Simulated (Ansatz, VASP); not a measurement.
**One calculation of Na, two programs**

```xyz
2
Lattice="3.7670 0.0000 0.0000 -1.8835 3.2623 0.0000 0.0000 0.0000 6.4617" Properties=species:S:1:pos:R:3 pbc="T T T"
Na    0.0000    2.1749    1.6154
Na    1.8835    1.0874    4.8463
```

Change from the starting cell: strain +0.000 along x and y, +0.050 along z, atoms carried along.

Alike in both runs: task single point; functional PBEsol; k mesh 12 × 12 × 8; occupations gaussian, width 0.15 eV; no spin polarisation.

|  | VASP | Ansatz |
| --- | --- | --- |
| version | VASP 6.6.1 | Ansatz 0.2.0 |
| potentials or method | VASP PAW PBE potentials, release 64 (Na_pv), cutoff 520 eV | scalar-relativistic, plane waves, PAW |
| valence electrons in the cell | 14 | 18 |

```tsv
	VASP	Ansatz	Ansatz less VASP
gap on the k mesh at the Fermi level (eV)	none	none	-
pressure (GPa)	-0.6	-0.6	+0.04
traceless stress, the component that is largest in VASP (GPa)	-0.42	-0.42	+0.001
```

VASP's potentials were made for PBE, not for PBEsol. A gap of «none» marks a metal or a gap that the smearing closes. The functional is the same, so the differences come from potentials, cutoffs and numerics. VASP's potentials hold 14 valence electrons a cell and Ansatz's 18, so a difference there can come from the potentials and not from the codes.
